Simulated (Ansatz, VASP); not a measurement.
## One calculation of Rh, two programs

```xyz
4
Lattice="2.6917 0.0000 0.0000 -1.3459 2.3311 0.0000 0.0000 0.0000 8.7981" Properties=species:S:1:pos:R:3 pbc="T T T"
Rh    0.0000    0.0000    0.0000
Rh    0.0000    1.5541    2.1995
Rh    0.0000    0.0000    4.3990
Rh    1.3459    0.7770    6.5986
```

Alike in both runs: task single point; functional PBEsol; k mesh 9 × 9 × 3; occupations gaussian, width 0.5 eV; no spin polarisation.

|  | VASP | Ansatz |
| --- | --- | --- |
| version | VASP 6.6.1 | Ansatz 0.2.0 |
| potentials or method | VASP PAW PBE potentials, release 64 (Rh_pv), cutoff 520 eV | plane waves, PAW |
| valence electrons in the cell | 60 | 68 |

Ansatz gave:

| Quantity | Value |
| --- | --- |
| pressure (GPa) | -3.8 |
| traceless stress, the component that is largest in VASP (GPa) | -1.18 |

What did VASP give for the same quantities?

Pressure (GPa): -3.9; traceless stress, the component that is largest in VASP (GPa): -1.18.

VASP's potentials were made for PBE, not for PBEsol, and Ansatz warns of the same on its side. With one functional, cell and mesh, what is left measures potentials, basis and numerics. VASP's potentials hold 60 valence electrons a cell and Ansatz's 68, so a difference there can come from the potentials and not from the codes.
